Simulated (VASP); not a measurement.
# Al (Pm-3m) in VASP: notebook

The runs below take Al through relaxation of cell and atoms, with LDA.

Everything below comes from runs of VASP 6.6.1. Logs are shortened: lines on timing, memory, paths and dates and some standing lists are left out, and cuts for length are marked.

### 1 The cell of the first run

It takes space group Pm-3m (No. 221, cubic). Conventional cell: a = 2.630 Å, b = 2.630 Å, c = 2.630 Å, α = 90.00°, β = 90.00°, γ = 90.00°. Within 3.5 Å of Al (site symmetry m-3m) lie 6 Al at 2.63 Å.

### 2 Relaxation of cell and atoms, LDA, target pressure 20 GPa, at which the enthalpy is minimised

INCAR reads:

```
SYSTEM = Al
ALGO     = Normal         ! electronic algorithm
EDIFF    = 1E-7           ! SCF threshold, eV
EDIFFG   = -0.01          ! ionic threshold
ENCUT    = 600            ! plane-wave cutoff, eV
IBRION   = 2              ! ionic algorithm
ISIF     = 3              ! what is computed and relaxed
ISMEAR   = 1              ! smearing method
LASPH    = .TRUE.         ! aspherical terms in the spheres
LCHARG   = .FALSE.        ! write CHGCAR
LREAL    = .FALSE.        ! projectors in reciprocal space
LWAVE    = .FALSE.        ! write WAVECAR
NELM     = 80             ! most SCF steps
NSW      = 80             ! ionic steps
PREC     = Accurate       ! precision mode
PSTRESS  = 200.0        
SIGMA    = 0.1            ! smearing width, eV
```

KPOINTS reads:

```
k-points
0
G
  7 7 7
  0 0 0
```

POSCAR reads:

```
Al
1.0
    2.6300000000      0.0000000000      0.0000000000
    0.0000000000      2.6300000000      0.0000000000
    0.0000000000      0.0000000000      2.6300000000
Al
1
Direct
    0.0000000000      0.0000000000      0.0000000000
```

Potentials or basis: VASP PAW LDA potentials, release 64 (Al).

Started as:

```sh
cat potpaw_LDA.64/Al/POTCAR > POTCAR
mpirun -np 1 vasp_std > vasp.out
```

OUTCAR:

```text
SYSTEM = Al
   EDIFF = 1E-7
   EDIFFG = -0.01
   ENCUT = 600
   IBRION = 2
   ISIF = 3
   ISMEAR = 1
   LASPH = .TRUE.
   LREAL = .FALSE.
   NELM = 80
   NSW = 80
   PREC = Accurate
   PSTRESS = 200.0

 ion  position               nearest neighbor table
   1  0.000  0.000  0.000-

  LATTYP: Found a simple cubic cell.
 ALAT       =     2.6300000000

  Lattice vectors:

 A1 = (   2.6300000000,   0.0000000000,   0.0000000000)
 A2 = (   0.0000000000,   2.6300000000,   0.0000000000)
 A3 = (   0.0000000000,   0.0000000000,   2.6300000000)

Analysis of symmetry for initial positions (statically):
=====================================================================
 Subroutine PRICEL returns:
 Original cell was already a primitive cell.

 Routine SETGRP: Setting up the symmetry group for a
 simple cubic supercell.

 Subroutine GETGRP returns: Found 48 space group operations
 (whereof 48 operations were pure point group operations)
 out of a pool of 48 trial point group operations.

The static configuration has the point symmetry O_h .

Analysis of symmetry for dynamics (positions and initial velocities):
=====================================================================
 Subroutine PRICEL returns:
 Original cell was already a primitive cell.

 Routine SETGRP: Setting up the symmetry group for a
 simple cubic supercell.

 Subroutine GETGRP returns: Found 48 space group operations
 (whereof 48 operations were pure point group operations)
 out of a pool of 48 trial point group operations.

The dynamic configuration has the point symmetry O_h .

 Subroutine INISYM returns: Found 48 space group operations
 (whereof 48 operations are pure point group operations),
 and found     1 'primitive' translations

----------------------------------------------------------------------------------------

                                     Primitive cell

  volume of cell :      18.1914

  direct lattice vectors                    reciprocal lattice vectors
     2.630000000  0.000000000  0.000000000     0.380228137  0.000000000  0.000000000
     0.000000000  2.630000000  0.000000000     0.000000000  0.380228137  0.000000000
     0.000000000  0.000000000  2.630000000     0.000000000  0.000000000  0.380228137

  length of vectors
     2.630000000  2.630000000  2.630000000     0.380228137  0.380228137  0.380228137

  position of ions in fractional coordinates (direct lattice)
     0.000000000  0.000000000  0.000000000

  ion indices of the primitive-cell ions
   primitive index   ion index
                 1           1

----------------------------------------------------------------------------------------

 KPOINTS: k-points

Automatic generation of k-mesh.
 Grid dimensions read from file:
 generate k-points for:    7    7    7

 Generating k-lattice:

  Cartesian coordinates                     Fractional coordinates (reciprocal lattice)
     0.054318305  0.000000000  0.000000000     0.142857143  0.000000000  0.000000000
     0.000000000  0.054318305  0.000000000     0.000000000  0.142857143  0.000000000
     0.000000000  0.000000000  0.054318305     0.000000000  0.000000000  0.142857143

  Length of vectors
     0.054318305  0.054318305  0.054318305

  Shift w.r.t. Gamma in fractional coordinates (k-lattice)
     0.000000000  0.000000000  0.000000000

 Subroutine IBZKPT returns following result:
 ===========================================

 Found     20 irreducible k-points:

 Following reciprocal coordinates:
            Coordinates               Weight
  0.000000  0.000000  0.000000      1.000000
  0.142857  0.000000  0.000000      6.000000
  0.285714  0.000000  0.000000      6.000000
  0.428571  0.000000  0.000000      6.000000
  0.142857  0.142857  0.000000     12.000000
  0.285714  0.142857  0.000000     24.000000
[... 12 lines left out ...]
  0.428571  0.428571  0.285714     24.000000
  0.428571  0.428571  0.428571      8.000000
   k-points           NKPTS =     20   k-points in BZ     NKDIM =     20   number of bands    NBANDS=      5
   number of dos      NEDOS =    301   number of ions     NIONS =      1
   total plane-waves  NPLWV =  13824
   dimension x,y,z NGX =    24 NGY =   24 NGZ =   24
   dimension x,y,z NGXF=    48 NGYF=   48 NGZF=   48
   ions per type =               1
   NGX,Y,Z   is equivalent  to a cutoff of  15.17, 15.17, 15.17 a.u.
   NGXF,Y,Z  is equivalent  to a cutoff of  30.34, 30.34, 30.34 a.u.
 SYSTEM =  Al
   PREC   = accura    normal or accurate (medium, high low for compatibility)
   ISTART =      0    job   : 0-new  1-cont  2-samecut
   ICHARG =      2    charge: 1-file 2-atom 10-const
   ISPIN  =      1    spin polarized calculation?
   LNONCOLLINEAR =      F non collinear calculations
   LSORBIT =      F    spin-orbit coupling
   LASPH  =      T    aspherical Exc in radial PAW
   ENCUT  =  600.0 eV  44.10 Ry    6.64 a.u.   5.25  5.25  5.25*2*pi/ulx,y,z
   NELM   =     80;   NELMIN=  2; NELMDL= -5     # of ELM steps
   EDIFF  = 0.1E-06   stopping-criterion for ELM
   LREAL  =      F    real-space projection
   EDIFFG = -.1E-01   stopping-criterion for IOM
   NSW    =     80    number of steps for IOM
   IBRION =      2    ionic relax: 0-MD 1-quasi-New 2-CG
   NFREE  =      1    steps in history (QN), initial steepest desc. (CG)
   ISIF   =      3    stress and relaxation
   ISYM   =      2    0-nonsym 1-usesym 2-fastsym
   POTIM  = 0.5000    time-step for ionic-motion
   TEBEG  =    0.0;   TEEND  =   0.0 temperature during run
   PSTRESS=  200.0 pullay stress
   NELECT =       3.0000    total number of electrons
   NUPDOWN=      -1.0000    fix difference up-down
   EMIN   =  10.00;   EMAX   =-10.00  energy-range for DOS
   EFERMI =   0.00;   METHOD = LEGACY
   ISMEAR =     1;   SIGMA  =   0.10  broadening in eV -4-tet -1-fermi 0-gaus
   EFERMI_NEDOS =   21; number of points for ismear=-14 and -15
   IALGO  =     38    algorithm
   IMIX   =      4    mixing-type and parameters
     AMIX     =   0.40;   BMIX     =  1.00
     AMIX_MAG =   1.60;   BMIX_MAG =  1.00
  volume/ion in A,a.u.               =      18.19       122.76
  Fermi-wavevector in a.u.,A,eV,Ry     =   0.897758  1.696517 10.965891  0.805970
  Thomas-Fermi vector in A             =   2.020383
   LORBIT       =      0    0 simple, 1 ext, 2 COOP (PROOUT), +10 PAW based schemes
   GGA     = CA    functional components
   LHFCALC =     F    Hartree Fock is set to
   AEXX    =    0.0000 exact exchange contribution
   IVDW    =     0    specifies the selected vdW correction
   LEPSILON=     F    determine dielectric tensor
   LRPA    =     F    only Hartree local field effects (RPA)
 conjugate gradient relaxation of ions
 non-spin polarized calculation
 Methfessel and Paxton  Order N= 1 SIGMA  =   0.10
  energy-cutoff  :      600.00
  volume of cell :       18.19
 maximum number of plane-waves:       619
 NGX is ok and might be reduce to    24
   NGX = 11   NGY = 11   NGZ = 11

--------------------------------------- Ionic step        1  -------------------------------------------

 number of electron       3.0000000 magnetization

 Free energy of the ion-electron system (eV)
  ---------------------------------------------------
  ext. energy  EPLUGINS =         0.00000000
  ---------------------------------------------------
  free energy    TOTEN  =        -3.80456119 eV

  energy without entropy =       -3.80327015  energy(sigma->0) =       -3.80413084

 E-fermi :   6.4074     XC(G=0):  -9.9214

 val. band max:        6.3801833032   @ k =   0.4286   0.4286   0.1429
 cond. band min:       6.6687173078   @ k =   0.2857   0.0000   0.0000
 fundamental gap:      0.2885340045
 Fermi energy:         6.4073731084

 k-point     1 :       0.0000    0.0000    0.0000
  band No.  band energies     occupation
      1      -3.7450      2.00000
      2      14.6350      0.00000
      3      14.6350      0.00000
      4      16.2113      0.00000
      5      16.2113      0.00000

 k-point     2 :       0.1429    0.0000    0.0000
  band No.  band energies     occupation
      1      -3.3139      2.00000
      2      10.8610      0.00000
      3      14.9923      0.00000
      4      16.5674      0.00000
      5      16.5674      0.00000

 k-point     3 :       0.2857    0.0000    0.0000
  band No.  band energies     occupation
      1      -2.0324      2.00000
      2       6.6687     -0.00137
      3      15.9791      0.00000
      4      17.6333      0.00000
      5      17.6333      0.00000
[... 236 lines left out ...]
  FREE ENERGIE OF THE ION-ELECTRON SYSTEM (eV)
  ---------------------------------------------------
  free  energy   TOTEN  =        -3.6362824068 eV

  energy  without entropy=       -3.6349054414  energy(sigma->0) =       -3.63582342

  enthalpy is  TOTEN    =        -1.6700387562 eV   P V=        1.9662436506

--------------------------------------- Ionic step        4  -------------------------------------------

 number of electron       3.0000000 magnetization

 Free energy of the ion-electron system (eV)
  ---------------------------------------------------
  ext. energy  EPLUGINS =         0.00000000
  ---------------------------------------------------
  free energy    TOTEN  =        -3.63053426 eV

  energy without entropy =       -3.62915565  energy(sigma->0) =       -3.63007472

 E-fermi :   7.8753     XC(G=0): -10.4668

 val. band max:        7.8476644179   @ k =   0.4286   0.4286   0.1429
 cond. band min:       8.1540964683   @ k =   0.2857   0.0000   0.0000
 fundamental gap:      0.3064320504
 Fermi energy:         7.8752900319

 k-point     1 :       0.0000    0.0000    0.0000
  band No.  band energies     occupation
      1      -3.2148      2.00000
      2      16.4606      0.00000
      3      16.4606      0.00000
      4      18.9121      0.00000
      5      18.9121      0.00000

 k-point     2 :       0.1429    0.0000    0.0000
  band No.  band energies     occupation
      1      -2.7379      2.00000
      2      12.6797      0.00000
      3      16.8581      0.00000
      4      19.2942      0.00000
      5      19.2942      0.00000

 k-point     3 :       0.2857    0.0000    0.0000
  band No.  band energies     occupation
      1      -1.3197      2.00000
      2       8.1541     -0.00058
      3      17.9585      0.00000
      4      20.4436      0.00000
      5      20.4436      0.00000
[... 156 lines left out ...]
 POSITION                                       TOTAL-FORCE (eV/Angst)
 -----------------------------------------------------------------------------------
      0.00000      0.00000      0.00000         0.000000      0.000000      0.000000
 -----------------------------------------------------------------------------------
    total drift:                                0.000000      0.000000     -0.000000

  FREE ENERGIE OF THE ION-ELECTRON SYSTEM (eV)
  ---------------------------------------------------
  free  energy   TOTEN  =        -3.6305342589 eV

  energy  without entropy=       -3.6291556521  energy(sigma->0) =       -3.63007472

  enthalpy is  TOTEN    =        -1.6700868329 eV   P V=        1.9604474260

 reached required accuracy - stopping structural energy minimisation
```

It took 5.6 s on 1 thread of AMD EPYC 9R45 (Zen 5), shared host; peak memory 0.09 GiB.

Results:

- Free energy: -3.6305 eV
- Relaxed volume: 15.70 Å³/atom
- Relaxed cell: a = 2.504 Å, b = 2.504 Å, c = 2.504 Å, α = 90.00°, β = 90.00°, γ = 90.00°
- Space group after relaxing (to 0.05 Å): Pm-3m (No. 221)
- Energy change on relaxing (the enthalpy is what falls): +174.0 meV/atom
- Ionic steps: 4
- Pressure after relaxing: 20.0 GPa

The path:
| step | energy change (eV) | largest force (eV/Å) | pressure (GPa) | volume (Å³) |
| --- | --- | --- | --- | --- |
| 1 | 0.0000 | 0.0000 | 4.17 | 18.19 |
| 2 | 0.5175 | 0.0000 | 41.39 | 13.86 |
| 3 | 0.1683 | 0.0000 | 19.63 | 15.75 |
| 4 | 0.1740 | 0.0000 | 20.04 | 15.70 |

Final structure:
```
CELL_PARAMETERS angstrom
2.50426 0.00000 0.00000
0.00000 2.50426 0.00000
0.00000 0.00000 2.50426
ATOMIC_POSITIONS crystal
Al 0.00000 0.00000 0.00000
```

Caveat: the cell is relaxed towards a set pressure, so the enthalpy falls and the energy may rise.

[end of part 1 of 2]
